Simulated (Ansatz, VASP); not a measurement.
## Two plane-wave programs on SnO2

The input INCAR:

```
SYSTEM = SnO2
ALGO = Normal ; EDIFF = 1E-6
ENCUT = 520 ; GGA = PE
ISIF = 2 ; ISMEAR = 0
LASPH = .True. ; LCHARG = .False.
LREAL = .False. ; LWAVE = .False.
NBANDS = 35 ; NELM = 60
PREC = Accurate ; SIGMA = 0.05
```

KPOINTS

```
k-points
0
Gamma
  6 6 8
  0 0 0
```

File POSCAR:

```
SnO2
1.0
    4.8277932898      0.0000000000      0.0000000000
    0.0000000000      4.8278069739      0.0000000000
    0.0000000000      0.0000000000      3.2379014683
Sn O
2 4
Direct
    0.4960558874      0.4949176847      0.5000000000
    0.0039507310     -0.0050874579      0.0000000000
    0.2785125316      0.3378074343      0.0000000000
    0.8100000307      0.1999216040      0.5000000000
    0.2214629145      0.8377869579      0.5000000000
    0.6899754155      0.6999420804      0.0000000000
```

Input for Ansatz:

```yaml
crystal:
  lattice:
    - [4.8277932898, 0.0, 0.0]
    - [0.0, 4.8278069739, 0.0]
    - [0.0, 0.0, 3.2379014683]
  atoms:
    - { symbol: Sn, position: [0.4960558874, 0.4949176847, 0.5] }
    - { symbol: Sn, position: [0.003950731, -0.0050874579, 0.0] }
    - { symbol: O, position: [0.2785125316, 0.3378074343, 0.0] }
    - { symbol: O, position: [0.8100000307, 0.199921604, 0.5] }
    - { symbol: O, position: [0.2214629145, 0.8377869579, 0.5] }
    - { symbol: O, position: [0.6899754155, 0.6999420804, 0.0] }
basis:
  ecutwfc: 520.0
kpoints:
  mp_grid: { grid: [6, 6, 8] }
hamiltonian:
  xc: pbe
  pseudopotentials: { kind: paw, azcp: { folder: soft_1 } }
scf:
  occupations: { method: gaussian, width: 0.05 }
output:
  forces: true
  stress: true
  eigenvalues: true
```

Change from the starting cell: mode 4 frozen in at -0.084 Å and mode 7 at -0.119 Å (largest displacements).

Alike in both runs: task single point; functional PBE; k mesh 6 × 6 × 8; occupations gaussian, width 0.05 eV; no spin polarisation.

|  | VASP | Ansatz |
| --- | --- | --- |
| version | VASP 6.6.1 | Ansatz 0.2.0 |
| potentials or method | VASP PAW PBE potentials, release 64 (Sn_d, O), cutoff 520 eV | scalar-relativistic, plane waves, PAW |
| valence electrons in the cell | 52 | 52 |

VASP gave:

| Item | Value |
| --- | --- |
| gap on the k mesh at the Fermi level (eV) | 0.75 |
| least direct gap on the mesh (eV) | 0.75 |
| pressure (GPa) | 0.1 |
| traceless stress, the component that is largest in VASP (GPa) | 0.58 |
| rms of the force components (eV/Å) | 0.246 |

Problem. Which values does Ansatz return?

Solution. gap on the k mesh at the Fermi level (eV): 0.76; least direct gap on the mesh (eV): 0.76; pressure (GPa): -0.5; traceless stress, the component that is largest in VASP (GPa): 0.36; rms of the force components (eV/Å): 0.246.

Atom by atom the forces differ by 0.010 eV/Å (rms over components).
